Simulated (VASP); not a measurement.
Wanted: the native input for a VASP 6.6.1 run.

```
Task                   : single point
Functional             : PBE
Potentials or basis    : VASP PAW PBE potentials, release 64 (W_sv)
Cutoff                 : 500 eV
k mesh                 : 6 × 6 × 6
Occupations            : gaussian, width 0.1 eV
Spin                   : no spin polarisation
Hubbard terms          : W d U = 6.0 eV, J = 0.41 eV
Dipole correction      : no
LDAUTYPE               : 1
Hund's J               : 0.41
Further INCAR settings : ALGO = Normal; EDIFF = 1e-06; NBANDS = 13
```

The structure of W lies in POSCAR:

```
W
1.0
   -1.5851577801      1.5851577801      1.5851577801
    1.5851577801     -1.5851577801      1.5851577801
    1.5851577801      1.5851577801     -1.5851577801
W
1
Direct
    0.0000000000      0.0000000000      0.0000000000
```

One way to write it, as run:

INCAR

```
ALGO = Normal
EDIFF = 1E-6
ENCUT = 500
GGA = PE
GGA_COMPAT = F
ISIF = 2
ISMEAR = 0
LASPH = T
LCHARG = F
LDAU = T
LDAUJ = 0.41
LDAUL = 2
LDAUPRINT = 1
LDAUTYPE = 1
LDAUU = 6
LMAXMIX = 4
LREAL = F
LWAVE = F
NBANDS = 13
NELM = 200
PREC = Accurate
SIGMA = 0.1
```

KPOINTS

```
k-points
0
Gamma
  6 6 6
```

Potentials or basis: VASP PAW PBE potentials, release 64 (W_sv).

Run with:

```bash
$ cat potpaw_PBE.64/W_sv/POTCAR > POTCAR
$ mpirun -np 1 vasp_std > vasp.out
```

It gave:

```json
{"Pressure": "18.8 GPa", "Band gap on the k mesh": "zero (band 7 reaches 16.93 eV, above the bottom of band 8 at 10.57 eV)"}
```

Caveat: the k points lie up to 0.47 Å⁻¹ apart; spin-orbit coupling is left out, which moves the levels of the heavy elements; U without spin polarisation on a metal has little footing; the U is typed as a test and isn't derived for this compound.

Wall time 3.4 s on 1 thread of Intel Xeon 6975P-C, with other jobs on the host, peak memory 0.12 GiB.
